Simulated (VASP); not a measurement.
Input of a VASP 6.6.1 run:

The input INCAR:

```
ALGO     = Normal         # electronic algorithm
EDIFF    = 1E-6           # SCF threshold, eV
ENCUT    = 520            # plane-wave cutoff, eV
GGA      = PE             # functional
ISIF     = 2              # what is computed and relaxed
ISMEAR   = -1             # smearing method
LASPH    = True           # aspherical terms in the spheres
LCHARG   = True           # write CHGCAR
LELF     = True           # ELF
LREAL    = False          # projectors in reciprocal space
LVHAR    = True         
LWAVE    = False          # write WAVECAR
NBANDS   = 16             # bands
NELM     = 100            # most SCF steps
PREC     = Accurate       # precision mode
SIGMA    = 0.05           # smearing width, eV
```

KPOINTS

```
k-points
0
Gamma
  8 8 8
```

The input POSCAR:

```
CdSe
1.0
    0.0000000000      3.0987117548      3.0987117548
    3.0987117548      0.0000000000      3.0987117548
    3.0987117548      3.0987117548      0.0000000000
Cd Se
1 1
Direct
    0.0000000000      0.0000000000      0.0000000000
    0.2500000000      0.2500000000      0.2500000000
```

Potentials or basis: VASP PAW PBE potentials, release 64 (Cd, Se).

The run is started by

```sh
$ cat potpaw_PBE.64/Cd/POTCAR potpaw_PBE.64/Se/POTCAR > POTCAR
$ mpirun -np 1 vasp_std > vasp.out
```

**Question.** Predict the pressure.

**Answer.** 0.2 GPa.

**Question.** Predict the band gap on the k mesh.

**Answer.** 0.49 eV.
